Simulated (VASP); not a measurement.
# Au (P6_3/mmc) in VASP: a series of runs

The runs below take Au through single point, with PBEsol.

All numbers are computed with VASP 6.6.1; they aren't measurements. Logs are shortened: lines on timing, memory, paths and dates and some standing lists are left out, and cuts for length are marked.

## 1. The cell of the first run

It takes space group P6_3/mmc (No. 194, hexagonal). Conventional cell: a = 2.868 Å, b = 2.868 Å, c = 9.554 Å, α = 90.00°, β = 90.00°, γ = 120.00°. Au (site symmetry -3m) has 12 Au at 2.87 to 2.91 Å within 3.8 Å. Au (site symmetry -6m2) has 12 Au at 2.87 to 2.91 Å within 3.8 Å.

## 2. Single point, PBEsol

INCAR reads:

```
ALGO = Normal ; EDIFF = 1E-6
ENCUT = 520 ; GGA = PS
ISIF = 2 ; ISMEAR = -1
LASPH = T ; LCHARG = F
LREAL = F ; LWAVE = F
NBANDS = 30 ; NELM = 100
PREC = Accurate ; SIGMA = 0.1
```

KPOINTS reads:

```
k-points
0
Gamma
  13 13 4
```

POSCAR reads:

```
Au
1.0
    2.8682990688      0.0000000000      0.0000000000
   -1.4341495344      2.4840198592      0.0000000000
    0.0000000000      0.0000000000      9.5538130339
Au
4
Direct
    0.0000000000      0.0000000000      1.0000000000
    0.0000000000      0.0000000000      0.5000000000
    0.3333333333      0.6666666667      0.2500000000
    0.6666666667      0.3333333333      0.7500000000
```

Potentials or basis: VASP PAW PBE potentials, release 64 (Au).

Command:

```
$ cat potpaw_PBE.64/Au/POTCAR > POTCAR
$ mpirun -np 1 vasp_std > vasp.out
```

OUTCAR:

```text
EDIFF = 1E-6
   ENCUT = 520
   GGA = PS
   ISIF = 2
   ISMEAR = -1
   LASPH = T
   LREAL = F
   NELM = 100
   PREC = Accurate

 ion  position               nearest neighbor table
   1  0.000  0.000  0.000-   3 2.91   4 2.91   3 2.91   4 2.91   4 2.91   3 2.91
   2  0.000  0.000  0.500-   3 2.91   4 2.91   3 2.91   4 2.91   4 2.91   3 2.91
   3  0.333  0.667  0.250-   1 2.91   2 2.91   1 2.91   2 2.91   1 2.91   2 2.91
   4  0.667  0.333  0.750-   1 2.91   2 2.91   1 2.91   2 2.91   1 2.91   2 2.91

  LATTYP: Found a hexagonal cell.
 ALAT       =     2.8682990688
 C/A-ratio  =     3.3308287611

  Lattice vectors:

 A1 = (   2.8682990688,   0.0000000000,   0.0000000000)
 A2 = (  -1.4341495344,   2.4840198592,   0.0000000000)
 A3 = (   0.0000000000,   0.0000000000,   9.5538130339)

Analysis of symmetry for initial positions (statically):
=====================================================================
 Subroutine PRICEL returns:
 Original cell was already a primitive cell.

 Routine SETGRP: Setting up the symmetry group for a
 hexagonal supercell.

 Subroutine GETGRP returns: Found 24 space group operations
 (whereof 12 operations were pure point group operations)
 out of a pool of 24 trial point group operations.

The static configuration has the point symmetry D_3d.
 The point group associated with its full space group is D_6h.

Analysis of symmetry for dynamics (positions and initial velocities):
=====================================================================
 Subroutine PRICEL returns:
 Original cell was already a primitive cell.

 Routine SETGRP: Setting up the symmetry group for a
 hexagonal supercell.

 Subroutine GETGRP returns: Found 24 space group operations
 (whereof 12 operations were pure point group operations)
 out of a pool of 24 trial point group operations.

The dynamic configuration has the point symmetry D_3d.
 The point group associated with its full space group is D_6h.

 Subroutine INISYM returns: Found 24 space group operations
 (whereof 12 operations are pure point group operations),
 and found     1 'primitive' translations

----------------------------------------------------------------------------------------

                                     Primitive cell

  volume of cell :      68.0701

  direct lattice vectors                    reciprocal lattice vectors
     2.868299069  0.000000000  0.000000000     0.348638680  0.201286636  0.000000000
    -1.434149534  2.484019859  0.000000000     0.000000000  0.402573271  0.000000000
     0.000000000  0.000000000  9.553813034     0.000000000  0.000000000  0.104670250

  length of vectors
     2.868299069  2.868299069  9.553813034     0.402573271  0.402573271  0.104670250

  position of ions in fractional coordinates (direct lattice)
     0.000000000  0.000000000  0.000000000
     0.000000000  0.000000000  0.500000000
     0.333333333  0.666666667  0.250000000
     0.666666667  0.333333333  0.750000000

  ion indices of the primitive-cell ions
   primitive index   ion index
                 1           1
                 2           2
                 3           3
                 4           4

----------------------------------------------------------------------------------------

 KPOINTS: k-points

Automatic generation of k-mesh.
 Grid dimensions read from file:
 generate k-points for:   13   13    4

 Generating k-lattice:

  Cartesian coordinates                     Fractional coordinates (reciprocal lattice)
     0.026818360  0.015483587  0.000000000     0.076923077  0.000000000  0.000000000
     0.000000000  0.030967175  0.000000000     0.000000000  0.076923077  0.000000000
     0.000000000  0.000000000  0.026167563     0.000000000  0.000000000  0.250000000

  Length of vectors
     0.030967175  0.030967175  0.026167563

  Shift w.r.t. Gamma in fractional coordinates (k-lattice)
     0.000000000  0.000000000  0.000000000

 Subroutine IBZKPT returns following result:
 ===========================================

 Found     63 irreducible k-points:

 Following reciprocal coordinates:
            Coordinates               Weight
  0.000000  0.000000  0.000000      1.000000
  0.076923  0.000000  0.000000      6.000000
  0.153846  0.000000  0.000000      6.000000
  0.230769  0.000000  0.000000      6.000000
  0.307692  0.000000  0.000000      6.000000
  0.384615  0.000000  0.000000      6.000000
[... 16 lines left out ...]
  0.076923  0.000000  0.250000     12.000000
  0.153846  0.000000  0.250000     12.000000
 [... further k-points ...]
   k-points           NKPTS =     63   k-points in BZ     NKDIM =     63   number of bands    NBANDS=     30
   number of dos      NEDOS =    301   number of ions     NIONS =      4
   total plane-waves  NPLWV =  41472
   dimension x,y,z NGX =    24 NGY =   24 NGZ =   72
   dimension x,y,z NGXF=    48 NGYF=   48 NGZF=  144
   ions per type =               4
   NGX,Y,Z   is equivalent  to a cutoff of  13.91, 13.91, 12.53 a.u.
   NGXF,Y,Z  is equivalent  to a cutoff of  27.82, 27.82, 25.06 a.u.
 SYSTEM =  unknown system
   PREC   = accura    normal or accurate (medium, high low for compatibility)
   ISTART =      0    job   : 0-new  1-cont  2-samecut
   ICHARG =      2    charge: 1-file 2-atom 10-const
   ISPIN  =      1    spin polarized calculation?
   LNONCOLLINEAR =      F non collinear calculations
   LSORBIT =      F    spin-orbit coupling
   LASPH  =      T    aspherical Exc in radial PAW
   ENCUT  =  520.0 eV  38.22 Ry    6.18 a.u.   5.33  5.33 17.76*2*pi/ulx,y,z
   NELM   =    100;   NELMIN=  2; NELMDL= -5     # of ELM steps
   EDIFF  = 0.1E-05   stopping-criterion for ELM
   LREAL  =      F    real-space projection
   EDIFFG = 0.1E-04   stopping-criterion for IOM
   NSW    =      0    number of steps for IOM
   IBRION =     -1    ionic relax: 0-MD 1-quasi-New 2-CG
   NFREE  =      0    steps in history (QN), initial steepest desc. (CG)
   ISIF   =      2    stress and relaxation
   ISYM   =      2    0-nonsym 1-usesym 2-fastsym
   POTIM  = 0.5000    time-step for ionic-motion
   TEBEG  =    0.0;   TEEND  =   0.0 temperature during run
   PSTRESS=    0.0 pullay stress
   NELECT =      44.0000    total number of electrons
   NUPDOWN=      -1.0000    fix difference up-down
   EMIN   =  10.00;   EMAX   =-10.00  energy-range for DOS
   EFERMI =   0.00;   METHOD = LEGACY
   ISMEAR =    -1;   SIGMA  =   0.10  broadening in eV -4-tet -1-fermi 0-gaus
   EFERMI_NEDOS =   21; number of points for ismear=-14 and -15
   IALGO  =     38    algorithm
   IMIX   =      4    mixing-type and parameters
     AMIX     =   0.40;   BMIX     =  1.00
     AMIX_MAG =   1.60;   BMIX_MAG =  1.00
  volume/ion in A,a.u.               =      17.02       114.84
  Fermi-wavevector in a.u.,A,eV,Ry     =   1.415491  2.674889 27.260817  2.003614
  Thomas-Fermi vector in A             =   2.536924
   LORBIT       =      0    0 simple, 1 ext, 2 COOP (PROOUT), +10 PAW based schemes
   GGA     = PS    functional components
   LHFCALC =     F    Hartree Fock is set to
   AEXX    =    0.0000 exact exchange contribution
   IVDW    =     0    specifies the selected vdW correction
   LEPSILON=     F    determine dielectric tensor
   LRPA    =     F    only Hartree local field effects (RPA)
 non-spin polarized calculation
  energy-cutoff  :      520.00
  volume of cell :       68.07
 maximum number of plane-waves:      1860
 NGX is ok and might be reduce to    24
   NGX = 11   NGY = 11   NGZ = 35

 number of electron      44.0000009 magnetization

 Free energy of the ion-electron system (eV)
  ---------------------------------------------------
  ext. energy  EPLUGINS =         0.00000000
  ---------------------------------------------------
  free energy    TOTEN  =       -15.70991295 eV

  energy without entropy =      -15.67348110  energy(sigma->0) =      -15.69169703

 E-fermi :   9.2899     XC(G=0): -12.8934

 val. band max:        9.2371504404   @ k =   0.3077   0.0769   0.2500
 cond. band min:       9.2982995130   @ k =   0.3846   0.0769   0.0000
 fundamental gap:      0.0611490726
 Fermi energy:         9.2898995559

 k-point     1 :       0.0000    0.0000    0.0000
  band No.  band energies     occupation
      1      -0.6351      2.00000
      2       1.0967      2.00000
      3       1.1059      2.00000
      4       1.8917      2.00000
      5       4.4220      2.00000
      6       4.4387      2.00000
[... 22 lines left out ...]
     29      23.7245      0.00000
     30      24.7256      0.00000

 k-point     2 :       0.0769    0.0000    0.0000
  band No.  band energies     occupation
      1      -0.4482      2.00000
      2       1.2742      2.00000
      3       1.2832      2.00000
      4       2.0477      2.00000
      5       4.2316      2.00000
      6       4.3357      2.00000
[... 22 lines left out ...]
     29      23.8462      0.00000
     30      24.7047      0.00000

 k-point     3 :       0.1538    0.0000    0.0000
  band No.  band energies     occupation
      1       0.0885      2.00000
      2       1.7505      2.00000
      3       1.7589      2.00000
      4       2.4573      2.00000
      5       3.9033      2.00000
      6       4.0967      2.00000
[... 22 lines left out ...]
     29      23.7189      0.00000
     30      23.7341      0.00000

 k-point     4 :       0.2308    0.0000    0.0000
  band No.  band energies     occupation
      1       0.8824      2.00000
      2       2.2730      2.00000
      3       2.2783      2.00000
      4       2.8647      2.00000
      5       3.6557      2.00000
      6       3.8150      2.00000
[... 616 lines left out ...]
     29      23.9323      0.00000
     30      24.2561      0.00000

 k-point    23 :       0.0769    0.0000    0.2500
  band No.  band energies     occupation
      1      -0.3182      2.00000
      2       0.6319      2.00000
      3       1.7766      2.00000
      4       2.0440      2.00000
      5       4.2292      2.00000
      6       4.4095      2.00000
[... 22 lines left out ...]
     29      24.0464      0.00000
     30      24.3426      0.00000

 k-point    24 :       0.1538    0.0000    0.2500
  band No.  band energies     occupation
      1       0.2118      2.00000
      2       1.1204      2.00000
      3       2.2502      2.00000
      4       2.4639      2.00000
      5       4.0345      2.00000
      6       4.0970      2.00000
[... 22 lines left out ...]
     29      23.3268      0.00000
     30      24.2233      0.00000

 [... further k-points ...]

------------------------ aborting loop because EDIFF is reached ----------------------------------------

  FORCE on cell =-STRESS in cart. coord.  units (eV):
  Direction    XX          YY          ZZ          XY          YZ          ZX
  --------------------------------------------------------------------------------------
  -------------------------------------------------------------------------------------
  Total       -0.1308106     -0.1308106     -0.1248978      0.0000000      0.0000000      0.0000000
  in kB       -3.0789123     -3.0789123     -2.9397421      0.0000000      0.0000000      0.0000000
  external PRESSURE =      -3.0325222 kB  Pullay stress =       0.0000000 kB

 VOLUME and BASIS-vectors are now :
 -----------------------------------------------------------------------------
  energy-cutoff  :      520.00
  volume of cell :       68.07
      direct lattice vectors                 reciprocal lattice vectors
     2.868299069  0.000000000  0.000000000     0.348638680  0.201286636  0.000000000
    -1.434149534  2.484019859  0.000000000     0.000000000  0.402573271  0.000000000
     0.000000000  0.000000000  9.553813034     0.000000000  0.000000000  0.104670250

 POSITION                                       TOTAL-FORCE (eV/Angst)
 -----------------------------------------------------------------------------------
      0.00000      0.00000      0.00000         0.000000      0.000000      0.000000
      0.00000      0.00000      4.77691         0.000000      0.000000      0.000000
     -0.00000      1.65601      2.38845         0.000000     -0.000000      0.000000
      1.43415      0.82801      7.16536        -0.000000      0.000000     -0.000000
 -----------------------------------------------------------------------------------
    total drift:                               -0.000000      0.000000      0.000000

  FREE ENERGIE OF THE ION-ELECTRON SYSTEM (eV)
  ---------------------------------------------------
  free  energy   TOTEN  =       -15.7099129506 eV

  energy  without entropy=      -15.6734811039  energy(sigma->0) =      -15.69169703
```

It took 47 s on 1 thread of Intel Xeon 6975P-C (Granite Rapids), shared host; peak memory 0.24 GiB.

What came out:

```
Free energy            : -15.7099 eV
Pressure               : -0.3 GPa
Band gap on the k mesh : zero (band 22 reaches 12.18 eV, above the bottom of band 23 at 7.00 eV)
```

Levels at points of the mesh, in eV from the Fermi level:
| k point | band 19 | band 20 | band 21 | band 22 | band 23 | band 24 | band 25 | band 26 |
| --- | --- | --- | --- | --- | --- | --- | --- | --- |
| (0.00, 0.00, 0.00) | -2.93 | -2.63 | -2.63 | -2.05 | -2.05 | -1.16 | 2.80 | 10.71 |
| (0.00, 0.00, 0.50) | -3.19 | -3.19 | -2.29 | -2.29 | -2.29 | -2.29 | 5.93 | 5.93 |

Caveat: the PAW data sets were made with another functional, which shifts forces and pressure a little; spin-orbit coupling is left out, which moves the levels of the heavy elements.

## 3. Single point, PBEsol (volume scaled by 0.88)

INCAR reads:

```
ALGO     = Normal         # electronic algorithm
EDIFF    = 1E-6           # SCF threshold, eV
ENCUT    = 520            # plane-wave cutoff, eV
GGA      = PS             # functional
ISIF     = 2              # what is computed and relaxed
ISMEAR   = -1             # smearing method
LASPH    = T              # aspherical terms in the spheres
LCHARG   = F              # write CHGCAR
LREAL    = F              # projectors in reciprocal space
LWAVE    = F              # write WAVECAR
NBANDS   = 30             # bands
NELM     = 100            # most SCF steps
PREC     = Accurate       # precision mode
SIGMA    = 0.1            # smearing width, eV
```

KPOINTS reads:

```
k-points
0
Gamma
  14 14 4
```

POSCAR reads:

```
Au
1.0
    2.7486450228      0.0000000000      0.0000000000
   -1.3743225114      2.3803964158      0.0000000000
    0.0000000000      0.0000000000      9.1552658962
Au
4
Direct
    0.0000000000      0.0000000000      1.0000000000
    0.0000000000      0.0000000000      0.5000000000
    0.3333333333      0.6666666667      0.2500000000
    0.6666666667      0.3333333333      0.7500000000
```

Potentials or basis: VASP PAW PBE potentials, release 64 (Au).

Command:

```
$ cat potpaw_PBE.64/Au/POTCAR > POTCAR
$ mpirun -np 1 vasp_std > vasp.out
```

It took 52 s on 1 thread of Intel Xeon 6975P-C (Granite Rapids), shared host; peak memory 0.22 GiB.

Results (log left out):

| Property | Result |
| --- | --- |
| Free energy | -14.9876 eV |
| Pressure | 31.8 GPa |
| Band gap on the k mesh | zero (band 22 reaches 14.51 eV, above the bottom of band 23 at 9.12 eV) |

Stress tensor (GPa, compression positive):
```
32.34  0.00  0.00
 0.00 32.34  0.00
 0.00  0.00 30.72
```

Levels at points of the mesh, in eV from the Fermi level:
```csv
k point,band 18,band 19,band 20,band 21,band 22,band 23,band 24,band 25,band 26,band 27
"(0.00, 0.00, 0.00)",-3.30,-3.30,-2.93,-2.93,-2.20,-2.20,-1.85,3.48,11.43,11.69
"(0.50, 0.00, 0.00)",-1.78,-1.76,-1.73,-1.17,-0.29,1.27,1.59,4.39,4.55,6.49
"(0.00, 0.00, 0.50)",-3.62,-3.62,-3.62,-2.51,-2.51,-2.51,-2.51,6.64,6.64,14.05
"(0.50, 0.00, 0.50)",-1.94,-1.76,-1.76,0.17,0.17,1.30,1.30,4.71,4.71,6.25
```

Caveat: the PAW data sets were made with another functional, which shifts forces and pressure a little; spin-orbit coupling is left out, which moves the levels of the heavy elements.

## 4. Single point, PBEsol (volume scaled by 0.92)

INCAR reads:

```
PREC = Accurate
ENCUT = 520
EDIFF = 1E-6
ISMEAR = -1
SIGMA = 0.1
LREAL = F
LASPH = T
NELM = 80
ALGO = Normal
ISIF = 2
LWAVE = F
LCHARG = F
GGA = PS
NBANDS = 30
```

KPOINTS reads:

```
Automatic mesh
0
Gamma
  14 14 4
```

POSCAR reads:

```
Au
1.0
    2.7896756246      0.0000000000      0.0000000000
   -1.3948378123      2.4159299592      0.0000000000
    0.0000000000      0.0000000000      9.2919318045
Au
4
Direct
    0.0000000000      0.0000000000      1.0000000000
    0.0000000000      0.0000000000      0.5000000000
    0.3333333333      0.6666666667      0.2500000000
    0.6666666667      0.3333333333      0.7500000000
```

Command:

```
$ cat potpaw_PBE.64/Au/POTCAR > POTCAR
$ mpirun -np 1 vasp_std > vasp.out
```

Wall time 56 s (1 thread of Intel Xeon 6975P-C (Granite Rapids), shared host); peak memory 0.25 GiB.

The run converged. Its results:

* Free energy: -15.4096 eV
* Pressure: 18.2 GPa
* Band gap on the k mesh: zero (band 22 reaches 13.54 eV, above the bottom of band 23 at 8.35 eV)

Stress tensor (GPa, compression positive):
```
18.57  0.00  0.00
 0.00 18.57  0.00
 0.00  0.00 17.35
```

Levels at points of the mesh, in eV from the Fermi level:
| k point | band 19 | band 20 | band 21 | band 22 | band 23 | band 24 | band 25 | band 26 |
| --- | --- | --- | --- | --- | --- | --- | --- | --- |
| (0.00, 0.00, 0.00) | -3.15 | -2.81 | -2.81 | -2.13 | -2.13 | -1.59 | 3.24 | 11.21 |
| (0.50, 0.00, 0.00) | -1.73 | -1.70 | -0.95 | -0.10 | 1.23 | 1.54 | 4.14 | 4.32 |
| (0.00, 0.00, 0.50) | -3.45 | -3.45 | -2.41 | -2.41 | -2.41 | -2.41 | 6.40 | 6.40 |
| (0.50, 0.00, 0.50) | -1.72 | -1.72 | 0.21 | 0.21 | 1.29 | 1.29 | 4.52 | 4.52 |

Caveat: the PAW data sets were made with another functional, which shifts forces and pressure a little; spin-orbit coupling is left out, which moves the levels of the heavy elements.

(Continued in part 2 of 3.)
